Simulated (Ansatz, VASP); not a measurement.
Bi: VASP beside Ansatz

INCAR

```
SYSTEM = Bi
PREC = Accurate
ENCUT = 520
EDIFF = 1E-7
ISMEAR = -1
SIGMA = 0.03
LREAL = .False.
LASPH = .True.
NELM = 60
ALGO = Normal
ISIF = 2
LWAVE = .False.
LCHARG = .False.
GGA = PS
NBANDS = 22
```

Contents of KPOINTS:

```
Automatic mesh
0
Gamma
  9 9 3
  0 0 0
```

Contents of POSCAR:

```
Bi
1.0
    4.4620532262      0.0000000000      0.0000000000
   -2.2310266131      3.8642514470      0.0000000000
    0.0000000000      0.0000000000     11.6284697350
Bi
2
Direct
    0.3333333333      0.6666666667      0.2500000000
    0.6666666667      0.3333333333      0.7500000000
```

Input for Ansatz:

```yaml
crystal:
  lattice:
    - [4.4620532262, 0.0, 0.0]
    - [-2.2310266131, 3.864251447, 0.0]
    - [0.0, 0.0, 11.628469735]
  atoms:
    - { symbol: Bi, position: [0.3333333333, 0.6666666667, 0.25] }
    - { symbol: Bi, position: [0.6666666667, 0.3333333333, 0.75] }
kpoints:
  mp_grid: { grid: [9, 9, 3] }
scf:
  occupations: { method: fermi_dirac, width: 0.03 }
hamiltonian:
  xc: pbesol
  pseudopotentials: { kind: all_electron, lapw: { basis_error: 0.0005 } }
output:
  forces: true
  stress: true
  eigenvalues: true
```

Change from the starting cell: volume scaled by 0.95.

Alike in both runs: task single point; functional PBEsol; k mesh 9 × 9 × 3; occupations fermi-dirac, width 0.03 eV; no spin polarisation.

|  | VASP | Ansatz |
| --- | --- | --- |
| version | VASP 6.6.1 | Ansatz 0.2.0 |
| potentials or method | VASP PAW PBE potentials, release 64 (Bi_d), cutoff 520 eV | all-electron LAPW, scalar-relativistic |

|  | VASP | Ansatz | Ansatz less VASP |
| --- | --- | --- | --- |
| pressure (GPa) | -3.9 | -3.8 | +0.03 |
| traceless stress, the component that is largest in VASP (GPa) | 3.39 | 3.39 | +0.002 |

VASP's potentials were made for PBE, not for PBEsol. Ansatz ran all-electron here, and VASP with PAW potentials.

Neither program's run includes spin-orbit coupling.
